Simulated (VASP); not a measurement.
# DyC3 (Cmc2_1) in VASP: notebook

Runs on DyC3. Level: PBE. Tasks: single point.

All numbers are computed with VASP 6.6.1; they aren't measurements. Logs are shortened: lines on timing, memory, paths and dates and some standing lists are left out, and cuts for length are marked.

## Step 1: The cell of the first run

Symmetry: Cmc2_1, No. 36, orthorhombic system. Conventional cell: a = 5.028 Å, b = 7.222 Å, c = 5.677 Å, α = 90.00°, β = 90.00°, γ = 90.00°. Dy (site symmetry m) has 12 C at 2.38 to 3.06 Å within 3.1 Å. Within 1.8 Å of C (site symmetry m) lie 1 C at 1.35 Å. C (site symmetry m) has 2 C at 1.32 to 1.35 Å within 1.8 Å. C (site symmetry m) has 1 C at 1.32 Å within 1.8 Å.

The cell was built from a structure type or drawn by symmetry, and may not be a known phase.

## Step 2: Single point, PBE

File INCAR:

```
ALGO     = Normal         # electronic algorithm
EDIFF    = 1E-6           # SCF threshold, eV
ENCUT    = 600            # plane-wave cutoff, eV
GGA      = PE             # functional
GGA_COMPAT= False        
ISIF     = 2              # what is computed and relaxed
ISMEAR   = 0              # smearing method
LASPH    = True           # aspherical terms in the spheres
LCHARG   = False          # write CHGCAR
LMAXMIX  = 6              # l up to which the mixer works
LREAL    = False          # projectors in reciprocal space
LWAVE    = False          # write WAVECAR
NBANDS   = 31             # bands
NELM     = 200            # most SCF steps
PREC     = Accurate       # precision mode
SIGMA    = 0.1            # smearing width, eV
```

File KPOINTS:

```
k-points
0
Gamma
  4 4 4
```

File POSCAR:

```
DyC3
1.0
    2.5141013420     -3.6108406518      0.0000000000
    2.5141013420      3.6108406518      0.0000000000
    0.0000000000      0.0000000000      5.6766048278
Dy C
2 6
Direct
    0.8184187265      0.1815812735      0.2538372636
    0.1815812735      0.8184187265      0.7538372636
    0.1482700360      0.8517299640      0.2469215013
    0.8517299640      0.1482700360      0.7469215013
    0.3221857722      0.6778142278      0.3334680911
    0.6778142278      0.3221857722      0.8334680911
    0.5012754200      0.4987245800      0.8957731740
    0.4987245800      0.5012754200      0.3957731740
```

Potentials or basis: VASP PAW PBE potentials, release 64 (Dy_3, C), 4f in core.

The run is started by

```bash
$ cat potpaw_PBE.64/Dy_3/POTCAR potpaw_PBE.64/C/POTCAR > POTCAR
$ mpirun -np 1 vasp_std > vasp.out
```

OUTCAR:

```text
EDIFF = 1E-6
   ENCUT = 600
   GGA = PE
   ISIF = 2
   ISMEAR = 0
   LASPH = True
   LREAL = False
   NELM = 200
   PREC = Accurate

 ion  position               nearest neighbor table
   1  0.818  0.182  0.254-   3 2.38   8 2.45   5 2.55   5 2.55   6 2.59   3 2.80   3 2.80   4 2.81
                             4 2.89
   2  0.182  0.818  0.754-   4 2.38   7 2.45   6 2.55   6 2.55   5 2.59   4 2.80   4 2.80   3 2.81
                             3 2.89
   3  0.148  0.852  0.247-   5 1.35   1 2.38   1 2.80   1 2.80   2 2.81   2 2.89
   4  0.852  0.148  0.747-   6 1.35   2 2.38   2 2.80   2 2.80   1 2.81   1 2.89
   5  0.322  0.678  0.333-   8 1.32   3 1.35   1 2.55   1 2.55   2 2.59
   6  0.678  0.322  0.833-   7 1.32   4 1.35   2 2.55   2 2.55   1 2.59
   7  0.501  0.499  0.896-   6 1.32   2 2.45
   8  0.499  0.501  0.396-   5 1.32   1 2.45

  LATTYP: Found a base centered orthorhombic cell.
 ALAT       =     5.0282026840
 B/A-ratio  =     1.4362351237
 C/A-ratio  =     1.1289530643

  Lattice vectors:

 A1 = (   2.5141013420,  -3.6108406518,   0.0000000000)
 A2 = (   2.5141013420,   3.6108406518,   0.0000000000)
 A3 = (   0.0000000000,   0.0000000000,   5.6766048278)

Analysis of symmetry for initial positions (statically):
=====================================================================
 Subroutine PRICEL returns:
 Original cell was already a primitive cell.

 Routine SETGRP: Setting up the symmetry group for a
 base centered orthorhombic supercell.

 Subroutine GETGRP returns: Found  4 space group operations
 (whereof  2 operations were pure point group operations)
 out of a pool of  8 trial point group operations.

The static configuration has the point symmetry C_1h.
 The point group associated with its full space group is C_2v.

Analysis of symmetry for dynamics (positions and initial velocities):
=====================================================================
 Subroutine PRICEL returns:
 Original cell was already a primitive cell.

 Routine SETGRP: Setting up the symmetry group for a
 base centered orthorhombic supercell.

 Subroutine GETGRP returns: Found  4 space group operations
 (whereof  2 operations were pure point group operations)
 out of a pool of  8 trial point group operations.

The dynamic configuration has the point symmetry C_1h.
 The point group associated with its full space group is C_2v.

[... 108 lines left out ...]
   EDIFFG = 0.1E-04   stopping-criterion for IOM
   NSW    =      0    number of steps for IOM
   IBRION =     -1    ionic relax: 0-MD 1-quasi-New 2-CG
   NFREE  =      0    steps in history (QN), initial steepest desc. (CG)
   ISIF   =      2    stress and relaxation
   ISYM   =      2    0-nonsym 1-usesym 2-fastsym
   POTIM  = 0.5000    time-step for ionic-motion
   TEBEG  =    0.0;   TEEND  =   0.0 temperature during run
   PSTRESS=    0.0 pullay stress
   NELECT =      42.0000    total number of electrons
   NUPDOWN=      -1.0000    fix difference up-down
   EMIN   =  10.00;   EMAX   =-10.00  energy-range for DOS
   EFERMI =   0.00;   METHOD = LEGACY
   ISMEAR =     0;   SIGMA  =   0.10  broadening in eV -4-tet -1-fermi 0-gaus
   EFERMI_NEDOS =   21; number of points for ismear=-14 and -15
   IALGO  =     38    algorithm
   IMIX   =      4    mixing-type and parameters
     AMIX     =   0.40;   BMIX     =  1.00
     AMIX_MAG =   1.60;   BMIX_MAG =  1.00
  volume/ion in A,a.u.               =      12.88        86.94
  Fermi-wavevector in a.u.,A,eV,Ry     =   1.213728  2.293613 20.043225  1.473135
  Thomas-Fermi vector in A             =   2.349171
   LORBIT       =      0    0 simple, 1 ext, 2 COOP (PROOUT), +10 PAW based schemes
   GGA     = PE    functional components
   LHFCALC =     F    Hartree Fock is set to
   AEXX    =    0.0000 exact exchange contribution
   IVDW    =     0    specifies the selected vdW correction
   LEPSILON=     F    determine dielectric tensor
   LRPA    =     F    only Hartree local field effects (RPA)
 non-spin polarized calculation
 Gauss-broadening in eV      SIGMA  =   0.10
  energy-cutoff  :      600.00
  volume of cell :      103.06
 maximum number of plane-waves:      3462
   NGX = 17   NGY = 17   NGZ = 23

 number of electron      42.0000000 magnetization

 Free energy of the ion-electron system (eV)
  ---------------------------------------------------
  ext. energy  EPLUGINS =         0.00000000
  ---------------------------------------------------
  free energy    TOTEN  =       -61.09344661 eV

  energy without entropy =      -61.07661218  energy(sigma->0) =      -61.08502939

 E-fermi :   4.2011     XC(G=0): -10.8235

 val. band max:        4.1897683764   @ k =   0.0000   0.0000   0.2500
 cond. band min:       4.2045412469   @ k =   0.2500   0.2500   0.2500
 fundamental gap:      0.0147728705
 Fermi energy:         4.2011420733

 k-point     1 :       0.0000    0.0000    0.0000
  band No.  band energies     occupation
      1     -19.0447      2.00000
      2     -19.0321      2.00000
      3     -18.9369      2.00000
      4     -18.7905      2.00000
      5     -18.6692      2.00000
      6     -18.6056      2.00000
[... 703 lines left out ...]
     30       8.8378      0.00000
     31       9.4274      0.00000

------------------------ aborting loop because EDIFF is reached ----------------------------------------

  FORCE on cell =-STRESS in cart. coord.  units (eV):
  Direction    XX          YY          ZZ          XY          YZ          ZX
  --------------------------------------------------------------------------------------
  -------------------------------------------------------------------------------------
  Total        0.3512082     -2.4143273     -0.6041710      0.0000000      0.0000000      0.0000000
  in kB        5.4596590    -37.5315898     -9.3920568      0.0000000      0.0000000      0.0000000
  external PRESSURE =     -13.8213292 kB  Pullay stress =       0.0000000 kB

 VOLUME and BASIS-vectors are now :
 -----------------------------------------------------------------------------
  energy-cutoff  :      600.00
  volume of cell :      103.06
      direct lattice vectors                 reciprocal lattice vectors
     2.514101342 -3.610840652  0.000000000     0.198878220 -0.138471910  0.000000000
     2.514101342  3.610840652  0.000000000     0.198878220  0.138471910  0.000000000
     0.000000000  0.000000000  5.676604828     0.000000000  0.000000000  0.176161637

 POSITION                                       TOTAL-FORCE (eV/Angst)
 -----------------------------------------------------------------------------------
      2.51410     -2.29952      1.44093         0.000000     -0.076330     -0.269897
      2.51410      2.29952      4.27924         0.000000      0.076330     -0.269897
      2.51410      2.54008      1.40168         0.000000     -0.703995      0.375965
      2.51410     -2.54008      4.23998         0.000000      0.703995      0.375965
      2.51410      1.28412      1.89297         0.000000      0.079528     -0.190223
      2.51410     -1.28412      4.73127         0.000000     -0.079528     -0.190223
      2.51410     -0.00921      5.08495         0.000000     -0.838224      0.084155
      2.51410      0.00921      2.24665         0.000000      0.838224      0.084155
 -----------------------------------------------------------------------------------
    total drift:                                0.000000     -0.000000     -0.000214

  FREE ENERGIE OF THE ION-ELECTRON SYSTEM (eV)
  ---------------------------------------------------
  free  energy   TOTEN  =       -61.0934466064 eV

  energy  without entropy=      -61.0766121835  energy(sigma->0) =      -61.08502939
```

OSZICAR:

```text
N       E                     dE             d eps       ncg     rms          rms(c)
DAV:   1     0.293824756360E+03    0.29382E+03   -0.20540E+04  1302   0.142E+03
DAV:   2    -0.210889316082E+02   -0.31491E+03   -0.30335E+03  1310   0.407E+02
DAV:   3    -0.646944621307E+02   -0.43606E+02   -0.42070E+02  1844   0.103E+02
DAV:   4    -0.669460248814E+02   -0.22516E+01   -0.22262E+01  1836   0.252E+01
DAV:   5    -0.670232817587E+02   -0.77257E-01   -0.77186E-01  1844   0.464E+00    0.328E+01
DAV:   6    -0.614206788908E+02    0.56026E+01   -0.13374E+01  1956   0.161E+01    0.240E+01
DAV:   7    -0.611611914169E+02    0.25949E+00   -0.42363E+00  2036   0.957E+00    0.112E+01
DAV:   8    -0.611283219451E+02    0.32869E-01   -0.12701E+00  2010   0.500E+00    0.218E+00
DAV:   9    -0.610928899470E+02    0.35432E-01   -0.16596E-01  1982   0.186E+00    0.277E-01
DAV:  10    -0.610936551426E+02   -0.76520E-03   -0.11168E-02  1748   0.530E-01    0.362E-01
DAV:  11    -0.610934741751E+02    0.18097E-03   -0.92137E-04  1773   0.171E-01    0.109E-01
DAV:  12    -0.610934459110E+02    0.28264E-04   -0.42802E-04  1901   0.963E-02    0.211E-02
DAV:  13    -0.610934497649E+02   -0.38539E-05   -0.33980E-05  1861   0.335E-02    0.330E-02
DAV:  14    -0.610934472294E+02    0.25355E-05   -0.57958E-06  1773   0.122E-02    0.112E-02
DAV:  15    -0.610934466064E+02    0.62301E-06   -0.39286E-06  1645   0.928E-03
   1 F= -.61093447E+02 E0= -.61085029E+02  d E =-.168344E-01
```

stdout:

```text
POSCAR found type information on POSCAR DyC
 POSCAR found :  2 types and       8 ions
 scaLAPACK will be used
 LDA part: xc-table for (Slater+PW92), standard interpolation
 POSCAR, INCAR and KPOINTS ok, starting setup
 FFT: planning ... GRIDC
 FFT: planning ... GRID_SOFT
 FFT: planning ... GRID
 WAVECAR not read
 entering main loop
```

Run time: 38 s. Hardware: 1 thread of Intel Xeon 6975P-C (Granite Rapids), shared host; peak memory 0.26 GiB.

What came out:

```
Free energy            : -61.0934 eV
Pressure               : -1.4 GPa
Largest force          : 0.842 eV/Å
Band gap on the k mesh : zero (bands 21 and 22 overlap by 1.54 eV)
```

Forces on the atoms (eV/Å):
```
Dy   0.000 -0.076 -0.270
Dy   0.000  0.076 -0.270
C    0.000 -0.704  0.376
C    0.000  0.704  0.376
C    0.000  0.080 -0.190
C    0.000 -0.080 -0.190
C    0.000 -0.838  0.084
C    0.000  0.838  0.084
```

Stress tensor (GPa, compression positive):
```
 0.55  0.00  0.00
 0.00 -3.75  0.00
 0.00  0.00 -0.94
```

Caveat: the k points lie up to 0.38 Å⁻¹ apart, too coarse for converged energies and pressures of a metal; spin-orbit coupling is left out, which moves the levels of the heavy elements; the 4f electrons are frozen in the core, so they carry no moment and show no levels.

## Step 3: Single point, PBE

This run uses another cell than the first one, of 12.96 Å³/atom.

File INCAR:

```
SYSTEM = DyC3
PREC     = Accurate       ! precision mode
ENCUT    = 600            ! plane-wave cutoff, eV
EDIFF    = 1E-6           ! SCF threshold, eV
ISMEAR   = 0              ! smearing method
SIGMA    = 0.1            ! smearing width, eV
LREAL    = .False.        ! projectors in reciprocal space
LASPH    = .True.         ! aspherical terms in the spheres
NELM     = 200            ! most SCF steps
ALGO     = Normal         ! electronic algorithm
ISIF     = 2              ! what is computed and relaxed
LWAVE    = .False.        ! write WAVECAR
LCHARG   = .False.        ! write CHGCAR
GGA      = PE             ! functional
NBANDS   = 31             ! bands
GGA_COMPAT= .False.      
LMAXMIX  = 6              ! l up to which the mixer works
```

File KPOINTS:

```
regular mesh
0
Gamma
  4 4 4
  0 0 0
```

File POSCAR:

```
DyC3
1.0
    2.2563238424     -3.3934023586      0.0000000000
    2.2563238424      3.3934023586      0.0000000000
    0.0000000000      0.0000000000      6.7694228765
Dy C
2 6
Direct
    0.8382452800      0.1617547200      0.1798492327
    0.1617547200      0.8382452800      0.6798492327
    0.1621623057      0.8378376943      0.3012722609
    0.8378376943      0.1621623057      0.8012722609
    0.3516043408      0.6483956592      0.3513757187
    0.6483956592      0.3516043408      0.8513757187
    0.4596776942      0.5403223058      0.8975028176
    0.5403223058      0.4596776942      0.3975028176
```

Potentials or basis: VASP PAW PBE potentials, release 64 (Dy_3, C), 4f in core.

The run is started by

```bash
$ cat potpaw_PBE.64/Dy_3/POTCAR potpaw_PBE.64/C/POTCAR > POTCAR
$ mpirun -np 1 vasp_std > vasp.out
```

It took 42 s on 1 thread of Intel Xeon 6975P-C (Granite Rapids), shared host; peak memory 0.28 GiB.

The run converged. Its results:

- Free energy: -61.7623 eV
- Pressure: 0.2 GPa
- Largest force: 0.046 eV/Å
- Band gap on the k mesh: zero (bands 21 and 22 overlap by 2.80 eV)

Forces in eV/Å, atoms in the order of the input:
```
Dy   0.000  0.019 -0.019
Dy   0.000 -0.019 -0.019
C    0.000  0.013 -0.013
C    0.000 -0.013 -0.013
C    0.000  0.000  0.007
C    0.000  0.000  0.007
C    0.000  0.038  0.026
C    0.000 -0.038  0.026
```

Stress tensor (GPa, compression positive):
```
-0.12  0.00  0.00
 0.00  0.45  0.00
 0.00  0.00  0.28
```

Levels at points of the mesh, in eV from the Fermi level:
| k point | band 17 | band 18 | band 19 | band 20 | band 21 | band 22 | band 23 | band 24 | band 25 | band 26 |
| --- | --- | --- | --- | --- | --- | --- | --- | --- | --- | --- |
| (0.00, 0.00, 0.00) | -4.02 | -3.44 | -2.97 | -2.78 | -0.84 | -0.27 | 1.04 | 2.31 | 2.73 | 2.86 |
| (0.50, 0.00, 0.00) | -3.35 | -3.33 | -2.30 | -2.17 | 0.71 | 0.86 | 2.34 | 2.54 | 2.95 | 3.02 |
| (0.50, 0.50, 0.00) | -4.03 | -3.24 | -1.71 | -1.28 | 1.24 | 1.44 | 1.52 | 2.62 | 2.75 | 3.26 |
| (0.00, 0.00, 0.50) | -3.53 | -3.53 | -2.89 | -2.89 | -0.59 | -0.59 | 1.58 | 1.58 | 2.60 | 2.60 |
| (0.50, 0.00, 0.50) | -3.30 | -3.30 | -2.31 | -2.31 | 0.74 | 0.74 | 2.80 | 2.80 | 3.25 | 3.25 |
| (0.50, 0.50, 0.50) | -3.72 | -3.72 | -1.57 | -1.57 | 1.56 | 1.56 | 2.34 | 2.34 | 2.83 | 2.83 |

Caveat: the k points lie up to 0.42 Å⁻¹ apart, too coarse for converged energies and pressures of a metal; spin-orbit coupling is left out, which moves the levels of the heavy elements; the 4f electrons are frozen in the core, so they carry no moment and show no levels. Spin polarisation is off, so any magnetic state and its effect on volume and gap are missing.
